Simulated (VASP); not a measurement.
Zr3S2, 5 atoms in the cell. It takes space group R32 (No. 155, trigonal). Conventional cell: a = 5.790 Å, b = 5.790 Å, c = 10.441 Å, α = 90.00°, β = 90.00°, γ = 120.00°. Zr (site symmetry 2) has 4 S at 2.60 to 2.61 Å and 8 Zr at 3.32 to 3.48 Å within 3.5 Å. Within 3.5 Å of S (site symmetry 3) lie 6 Zr at 2.60 to 2.61 Å and 4 S at 3.34 to 3.45 Å. 

| Quantity | Value |
| --- | --- |
| Program | VASP 6.6.1 |
| Task | single point |
| Functional | PBE |
| Potentials or basis | VASP PAW PBE potentials, release 64 (Zr_sv, S) |
| Cutoff | 520 eV |
| k mesh | 12 × 12 × 12 |
| Occupations | gaussian, width 0.1 eV |
| Spin | no spin polarisation |
| Dipole correction | no |
| Further INCAR settings | ALGO = Normal; EDIFF = 1e-06; NBANDS = 32 |

Potentials or basis: VASP PAW PBE potentials, release 64 (Zr_sv, S).

The run is started by

```bash
$ cat potpaw_PBE.64/Zr_sv/POTCAR potpaw_PBE.64/S/POTCAR > POTCAR
$ mpirun -np 1 vasp_std > vasp.out
```

Hardware: 1 thread of Intel Xeon 8259CL (shared host).

Q: Estimate the wall time of this run.

A: Wall time 12 min on 1 thread of Intel Xeon 8259CL, on a shared host, peak memory 0.55 GiB. Counts: scf iterations 14, k points 189.
